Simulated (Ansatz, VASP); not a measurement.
## One calculation of InP, two programs

The input INCAR:

```
ALGO     = Normal         # electronic algorithm
EDIFF    = 1E-6           # SCF threshold, eV
ENCUT    = 500            # plane-wave cutoff, eV
GGA      = PE             # functional
GGA_COMPAT= False        
ISIF     = 2              # what is computed and relaxed
ISMEAR   = 0              # smearing method
LASPH    = True           # aspherical terms in the spheres
LCHARG   = True           # write CHGCAR
LELF     = True           # ELF
LREAL    = False          # projectors in reciprocal space
LVHAR    = True         
LWAVE    = False          # write WAVECAR
NBANDS   = 16             # bands
NELM     = 120            # most SCF steps
PREC     = Accurate       # precision mode
SIGMA    = 0.023          # smearing width, eV
```

KPOINTS

```
k-points
0
Gamma
  8 8 8
```

File POSCAR:

```
InP
1.0
    0.0000000000      2.7688340000      2.7688340000
    2.7688340000      0.0000000000      2.7688340000
    2.7688340000      2.7688340000      0.0000000000
In P
1 1
Direct
    0.0000000000      0.0000000000      0.0000000000
    0.5000000000      0.5000000000      0.5000000000
```

The input input.yaml:

```yaml
crystal:
  lattice:
    - [0.0, 2.768834, 2.768834]
    - [2.768834, 0.0, 2.768834]
    - [2.768834, 2.768834, 0.0]
  atoms:
    - { symbol: In, position: [0.0, 0.0, 0.0] }
    - { symbol: P, position: [0.5, 0.5, 0.5] }
hamiltonian:
  xc: pbe
  pseudopotentials: { kind: paw }
kpoints:
  mp_grid: { grid: [8, 8, 8] }
scf:
  occupations: { method: gaussian, width: 0.023 }
output:
  forces: true
  stress: true
  eigenvalues: true
```

Alike in both runs: task single point; functional PBE; k mesh 8 × 8 × 8; occupations gaussian, width 0.023 eV; no spin polarisation.

```csv
,VASP,Ansatz
version,VASP 6.6.1,Ansatz 0.2.0
potentials or method,"VASP PAW PBE potentials, release 64 (In_d, P)",Ansatz PAW
plane-wave cutoff (eV),500,420
valence electrons in the cell,18,18
```

|  | VASP | Ansatz | Ansatz less VASP |
| --- | --- | --- | --- |
| gap on the k mesh at the Fermi level (eV) | none | none | - |
| pressure (GPa) | -0.1 | -0.1 | +0.04 |

A gap of «none» marks a metal or a gap that the smearing closes.
